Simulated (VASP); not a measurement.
# CoSi (Pm-3m) in VASP: notebook

Runs on CoSi. Level: PBE. Tasks: single point.

Program: VASP 6.6.1. These are calculated values, not measurements. Logs are shortened: lines on timing, memory, paths and dates and some standing lists are left out, and cuts for length are marked.

## 1. The cell of the first run

Symmetry: Pm-3m, No. 221, cubic system. Conventional cell: a = 2.781 Å, b = 2.781 Å, c = 2.781 Å, α = 90.00°, β = 90.00°, γ = 90.00°. Co (site symmetry m-3m) has 8 Si at 2.41 Å and 6 Co at 2.78 Å within 3.2 Å. Within 3.2 Å of Si (site symmetry m-3m) lie 8 Co at 2.41 Å and 6 Si at 2.78 Å.

## 2. Single point, PBE, collinear spin, ferromagnetic start

INCAR

```
PREC = Accurate
ENCUT = 520
EDIFF = 1E-6
ISMEAR = -1
SIGMA = 0.03
LREAL = F
LASPH = T
NELM = 150
ALGO = Normal
ISIF = 2
LWAVE = F
LCHARG = F
ISPIN = 2
MAGMOM = 2 0
LORBIT = 11
LMAXMIX = 4
GGA = PE
NBANDS = 18
```

KPOINTS

```
regular mesh
0
Gamma
  14 14 14
```

POSCAR

```
CoSi
1.0
    2.7813340000      0.0000000000      0.0000000000
    0.0000000000      2.7813340000      0.0000000000
    0.0000000000      0.0000000000      2.7813340000
Co Si
1 1
Direct
    0.0000000000      0.0000000000      0.0000000000
    0.5000000000      0.5000000000      0.5000000000
```

Potentials or basis: VASP PAW PBE potentials, release 64 (Co, Si).

Run with:

```console
$ cat potpaw_PBE.64/Co/POTCAR potpaw_PBE.64/Si/POTCAR > POTCAR
$ mpirun -np 1 vasp_std > vasp.out
```

OUTCAR:

```text
PREC = Accurate
   ENCUT = 520
   EDIFF = 1E-6
   ISMEAR = -1
   LREAL = F
   LASPH = T
   NELM = 150
   ISIF = 2
   ISPIN = 2
   LORBIT = 11
   GGA = PE

 ion  position               nearest neighbor table
   1  0.000  0.000  0.000-   2 2.41   2 2.41   2 2.41   2 2.41   2 2.41   2 2.41   2 2.41   2 2.41

   2  0.500  0.500  0.500-   1 2.41   1 2.41   1 2.41   1 2.41   1 2.41   1 2.41   1 2.41   1 2.41

  LATTYP: Found a simple cubic cell.
 ALAT       =     2.7813340000

  Lattice vectors:

 A1 = (   2.7813340000,   0.0000000000,   0.0000000000)
 A2 = (   0.0000000000,   2.7813340000,   0.0000000000)
 A3 = (   0.0000000000,   0.0000000000,   2.7813340000)

Analysis of symmetry for initial positions (statically):
=====================================================================
 Subroutine PRICEL returns:
 Original cell was already a primitive cell.

 Routine SETGRP: Setting up the symmetry group for a
 simple cubic supercell.

 Subroutine GETGRP returns: Found 48 space group operations
 (whereof 48 operations were pure point group operations)
 out of a pool of 48 trial point group operations.

The static configuration has the point symmetry O_h .

Analysis of symmetry for dynamics (positions and initial velocities):
=====================================================================
 Subroutine PRICEL returns:
 Original cell was already a primitive cell.

 Routine SETGRP: Setting up the symmetry group for a
 simple cubic supercell.

 Subroutine GETGRP returns: Found 48 space group operations
 (whereof 48 operations were pure point group operations)
 out of a pool of 48 trial point group operations.

The dynamic configuration has the point symmetry O_h .

Analysis of structural, dynamic, and magnetic symmetry:
=====================================================================
 Subroutine PRICEL returns:
 Original cell was already a primitive cell.

 Routine SETGRP: Setting up the symmetry group for a
 simple cubic supercell.

 Subroutine GETGRP returns: Found 48 space group operations
 (whereof 48 operations were pure point group operations)
 out of a pool of 48 trial point group operations.

The overall configuration has the point symmetry O_h .

 Subroutine INISYM returns: Found 48 space group operations
 (whereof 48 operations are pure point group operations),
 and found     1 'primitive' translations

----------------------------------------------------------------------------------------

                                     Primitive cell

  volume of cell :      21.5159

  direct lattice vectors                    reciprocal lattice vectors
     2.781334000  0.000000000  0.000000000     0.359539703  0.000000000  0.000000000
     0.000000000  2.781334000  0.000000000     0.000000000  0.359539703  0.000000000
     0.000000000  0.000000000  2.781334000     0.000000000  0.000000000  0.359539703

  length of vectors
     2.781334000  2.781334000  2.781334000     0.359539703  0.359539703  0.359539703

  position of ions in fractional coordinates (direct lattice)
     0.000000000  0.000000000  0.000000000
     0.500000000  0.500000000  0.500000000

  ion indices of the primitive-cell ions
   primitive index   ion index
                 1           1
                 2           2

----------------------------------------------------------------------------------------

 KPOINTS: regular mesh

Automatic generation of k-mesh.
 Grid dimensions read from file:
 generate k-points for:   14   14   14

 Generating k-lattice:

  Cartesian coordinates                     Fractional coordinates (reciprocal lattice)
     0.025681407  0.000000000  0.000000000     0.071428571  0.000000000  0.000000000
     0.000000000  0.025681407  0.000000000     0.000000000  0.071428571  0.000000000
     0.000000000  0.000000000  0.025681407     0.000000000  0.000000000  0.071428571

  Length of vectors
     0.025681407  0.025681407  0.025681407

  Shift w.r.t. Gamma in fractional coordinates (k-lattice)
     0.000000000  0.000000000  0.000000000

 Subroutine IBZKPT returns following result:
 ===========================================

 Found    120 irreducible k-points:

 Following reciprocal coordinates:
            Coordinates               Weight
  0.000000  0.000000  0.000000      1.000000
  0.071429  0.000000  0.000000      6.000000
  0.142857  0.000000  0.000000      6.000000
  0.214286  0.000000  0.000000      6.000000
  0.285714  0.000000  0.000000      6.000000
  0.357143  0.000000  0.000000      6.000000
[... 16 lines left out ...]
  0.285714  0.214286  0.000000     24.000000
  0.357143  0.214286  0.000000     24.000000
 [... further k-points ...]
   k-points           NKPTS =    120   k-points in BZ     NKDIM =    120   number of bands    NBANDS=     18
   number of dos      NEDOS =    301   number of ions     NIONS =      2
   total plane-waves  NPLWV =  13824
   dimension x,y,z NGX =    24 NGY =   24 NGZ =   24
   dimension x,y,z NGXF=    48 NGYF=   48 NGZF=   48
   ions per type =               1   1
   NGX,Y,Z   is equivalent  to a cutoff of  14.35, 14.35, 14.35 a.u.
   NGXF,Y,Z  is equivalent  to a cutoff of  28.69, 28.69, 28.69 a.u.
 SYSTEM =  unknown system
   PREC   = accura    normal or accurate (medium, high low for compatibility)
   ISTART =      0    job   : 0-new  1-cont  2-samecut
   ICHARG =      2    charge: 1-file 2-atom 10-const
   ISPIN  =      2    spin polarized calculation?
   LNONCOLLINEAR =      F non collinear calculations
   LSORBIT =      F    spin-orbit coupling
   LASPH  =      T    aspherical Exc in radial PAW
   ENCUT  =  520.0 eV  38.22 Ry    6.18 a.u.   5.17  5.17  5.17*2*pi/ulx,y,z
   NELM   =    150;   NELMIN=  2; NELMDL= -5     # of ELM steps
   EDIFF  = 0.1E-05   stopping-criterion for ELM
   LREAL  =      F    real-space projection
   EDIFFG = 0.1E-04   stopping-criterion for IOM
   NSW    =      0    number of steps for IOM
   IBRION =     -1    ionic relax: 0-MD 1-quasi-New 2-CG
   NFREE  =      0    steps in history (QN), initial steepest desc. (CG)
   ISIF   =      2    stress and relaxation
   ISYM   =      2    0-nonsym 1-usesym 2-fastsym
   POTIM  = 0.5000    time-step for ionic-motion
   TEBEG  =    0.0;   TEEND  =   0.0 temperature during run
   PSTRESS=    0.0 pullay stress
   NELECT =      13.0000    total number of electrons
   NUPDOWN=      -1.0000    fix difference up-down
   EMIN   =  10.00;   EMAX   =-10.00  energy-range for DOS
   EFERMI =   0.00;   METHOD = LEGACY
   ISMEAR =    -1;   SIGMA  =   0.03  broadening in eV -4-tet -1-fermi 0-gaus
   EFERMI_NEDOS =   21; number of points for ismear=-14 and -15
   IALGO  =     38    algorithm
   IMIX   =      4    mixing-type and parameters
     AMIX     =   0.40;   BMIX     =  1.00
     AMIX_MAG =   1.60;   BMIX_MAG =  1.00
  volume/ion in A,a.u.               =      10.76        72.60
  Fermi-wavevector in a.u.,A,eV,Ry     =   1.384000  2.615381 26.061367  1.915456
  Thomas-Fermi vector in A             =   2.508545
   LORBIT       =     11    0 simple, 1 ext, 2 COOP (PROOUT), +10 PAW based schemes
   GGA     = PE    functional components
   LHFCALC =     F    Hartree Fock is set to
   AEXX    =    0.0000 exact exchange contribution
   IVDW    =     0    specifies the selected vdW correction
   LEPSILON=     F    determine dielectric tensor
   LRPA    =     F    only Hartree local field effects (RPA)
 spin polarized calculation
  energy-cutoff  :      520.00
  volume of cell :       21.52
 maximum number of plane-waves:       595
 NGX is ok and might be reduce to    24
   NGX = 11   NGY = 11   NGZ = 11

 number of electron      13.0000003 magnetization       0.5982539

 Free energy of the ion-electron system (eV)
  ---------------------------------------------------
  ext. energy  EPLUGINS =         0.00000000
  ---------------------------------------------------
  free energy    TOTEN  =       -13.28381919 eV

  energy without entropy =      -13.27727985  energy(sigma->0) =      -13.28054952

 E-fermi :  12.8895     XC(G=0): -12.9431

 val. band max:       12.8861221281   @ k =   0.3571   0.0000   0.0000
 cond. band min:      12.8953897229   @ k =   0.5000   0.2143   0.0000
 fundamental gap:      0.0092675948
 Fermi energy:        12.8894519087

 spin component 1

 k-point     1 :       0.0000    0.0000    0.0000
  band No.  band energies     occupation
      1      -1.4138      1.00000
      2       8.6713      1.00000
      3       8.6713      1.00000
      4      11.2438      1.00000
      5      11.2438      1.00000
      6      11.2438      1.00000
[... 10 lines left out ...]
     17      36.2595      0.00000
     18      36.2595      0.00000
[... 463 lines left out ...]
 k-point    24 :       0.3571    0.2143    0.0000
  band No.  band energies     occupation
      1       1.6947      1.00000
      2       6.5149      1.00000
      3       8.8698      1.00000
      4       9.8355      1.00000
      5      10.3316      1.00000
      6      10.9499      1.00000
[... 10 lines left out ...]
     17      34.9535      0.00000
     18      38.3182      0.00000

 [... further k-points ...]

 spin component 2

 k-point     1 :       0.0000    0.0000    0.0000
  band No.  band energies     occupation
      1      -1.3954      1.00000
      2       9.3138      1.00000
      3       9.3138      1.00000
      4      11.6363      1.00000
      5      11.6363      1.00000
      6      11.6363      1.00000
[... 10 lines left out ...]
     17      36.2370      0.00000
     18      36.2370      0.00000
[... 463 lines left out ...]
 k-point    24 :       0.3571    0.2143    0.0000
  band No.  band energies     occupation
      1       1.7159      1.00000
      2       6.6402      1.00000
      3       9.2182      1.00000
      4      10.4309      1.00000
      5      10.6676      1.00000
      6      11.3257      1.00000
[... 10 lines left out ...]
     17      35.0526      0.00000
     18      38.3952      0.00000

 [... further k-points ...]

------------------------ aborting loop because EDIFF is reached ----------------------------------------

  FORCE on cell =-STRESS in cart. coord.  units (eV):
  Direction    XX          YY          ZZ          XY          YZ          ZX
  --------------------------------------------------------------------------------------
  -------------------------------------------------------------------------------------
  Total        0.0987256      0.0987256      0.0987256      0.0000000     -0.0000000      0.0000000
  in kB        7.3515847      7.3515847      7.3515847      0.0000000     -0.0000000      0.0000000
  external PRESSURE =       7.3515847 kB  Pullay stress =       0.0000000 kB

 VOLUME and BASIS-vectors are now :
 -----------------------------------------------------------------------------
  energy-cutoff  :      520.00
  volume of cell :       21.52
      direct lattice vectors                 reciprocal lattice vectors
     2.781334000  0.000000000  0.000000000     0.359539703  0.000000000  0.000000000
     0.000000000  2.781334000  0.000000000     0.000000000  0.359539703  0.000000000
     0.000000000  0.000000000  2.781334000     0.000000000  0.000000000  0.359539703

 POSITION                                       TOTAL-FORCE (eV/Angst)
 -----------------------------------------------------------------------------------
      0.00000      0.00000      0.00000         0.000000      0.000000      0.000000
      1.39067      1.39067      1.39067         0.000000      0.000000      0.000000
 -----------------------------------------------------------------------------------
    total drift:                                0.000000      0.000000      0.000000

  FREE ENERGIE OF THE ION-ELECTRON SYSTEM (eV)
  ---------------------------------------------------
  free  energy   TOTEN  =       -13.2838191900 eV

  energy  without entropy=      -13.2772798484  energy(sigma->0) =      -13.28054952

 total charge

# of ion       s       p       d       tot
------------------------------------------
    1        0.438   0.593   7.574   8.605
    2        0.711   0.863   0.000   1.574
--------------------------------------------------
tot          1.149   1.456   7.574  10.179

 magnetization (x)

# of ion       s       p       d       tot
------------------------------------------
    1        0.008   0.004   0.583   0.595
    2        0.002   0.013   0.000   0.014
--------------------------------------------------
tot          0.010   0.017   0.583   0.609
```

Wall time 26 s (1 thread of Intel Xeon 6975P-C (Granite Rapids), shared host); peak memory 0.2 GiB.

What came out:

```yaml
Free_energy: -13.2838 eV
Pressure: 0.7 GPa
Net_moment: 0.60 μB per cell
Site_moments: Co +0.59; Si +0.01 μB
Valence_electrons_inside_the_program's_atomic_spheres: Co 8.61; Si 1.57
```

Levels at points of the mesh, in eV from the Fermi level:
Spin up:
| k point | band 3 | band 4 | band 5 | band 6 | band 7 | band 8 | band 9 | band 10 | band 11 | band 12 |
| --- | --- | --- | --- | --- | --- | --- | --- | --- | --- | --- |
| (0.00, 0.00, 0.00) | -4.22 | -1.65 | -1.65 | -1.65 | 2.94 | 2.94 | 2.94 | 7.36 | 7.36 | 11.95 |
| (0.50, 0.00, 0.00) | -3.50 | -2.89 | -2.89 | -1.50 | -0.85 | 6.61 | 7.98 | 7.98 | 9.38 | 9.38 |
| (0.50, 0.50, 0.00) | -5.31 | -4.27 | -2.44 | -2.44 | -1.17 | 1.26 | 1.60 | 8.02 | 13.41 | 14.47 |
| (0.50, 0.50, 0.50) | -6.02 | -1.74 | -1.13 | -1.13 | 1.25 | 1.25 | 1.25 | 3.35 | 3.35 | 3.35 |
Spin down:
```csv
k point,band 4,band 5,band 6,band 7,band 8,band 9
"(0.00, 0.00, 0.00)",-1.25,-1.25,-1.25,2.96,2.96,2.96
"(0.50, 0.00, 0.00)",-2.57,-2.57,-1.10,0.06,6.61,8.09
"(0.50, 0.50, 0.00)",-3.80,-2.08,-2.08,-0.20,1.60,2.12
"(0.50, 0.50, 0.50)",-1.72,-0.16,-0.16,1.27,1.27,1.27
```

(Continued in part 2 of 2.)
